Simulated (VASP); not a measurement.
Write the native input for VASP 6.6.1 that does the following.

* Task: single point
* Functional: PBE
* Dispersion: D3(BJ)
* Potentials or basis: VASP PAW PBE potentials, release 64 (Te, Mo_sv)
* Cutoff: 520 eV
* k mesh: 12 × 12 × 2
* Occupations: gaussian, width 0.02 eV
* Spin: no spin polarisation
* Dipole correction: no
* Further INCAR settings: ALGO = Normal; EDIFF = 1e-07; NBANDS = 20

The structure of Te2Mo lies in POSCAR:

```
Te2Mo
1.0
    3.4942035739      0.0000000000      0.0000000000
   -1.7471017870      3.0260690610      0.0000000000
    0.0000000000      0.0000000000      7.6699054695
Te Mo
2 1
Direct
    0.3333333333      0.6666666667      0.7627302310
    0.3333333333      0.6666666667      0.2372697690
    0.0000000000      0.0000000000      0.0000000000
```

These files were run (other wordings do the same):

INCAR

```
SYSTEM = Te2Mo
ALGO = Normal
EDIFF = 1E-7
ENCUT = 520
GGA = PE
ISIF = 2
ISMEAR = 0
IVDW = 12
LASPH = .True.
LCHARG = .False.
LREAL = .False.
LWAVE = .False.
NBANDS = 20
NELM = 80
PREC = Accurate
SIGMA = 0.02
```

KPOINTS

```
k-points
0
Gamma
  12 12 2
  0 0 0
```

Potentials or basis: VASP PAW PBE potentials, release 64 (Te, Mo_sv).

The run is started by

```bash
$ cat potpaw_PBE.64/Te/POTCAR potpaw_PBE.64/Mo_sv/POTCAR > POTCAR
$ mpirun -np 1 vasp_std > vasp.out
```

Results of the run:

```yaml
Pressure: 0.0 GPa
Largest_force: 0.014 eV/Å
Band_gap_on_the_k_mesh: 0.95 eV, indirect (least direct gap 1.18 eV)
Dispersion_energy_per_atom: -0.497 eV
```

Caveat: spin-orbit coupling is left out, which moves the levels of the heavy elements.

It took 38 s on 1 thread of Intel(R) Xeon(R) 6975P-C (Granite Rapids) (shared host), peak memory 0.24 GiB.
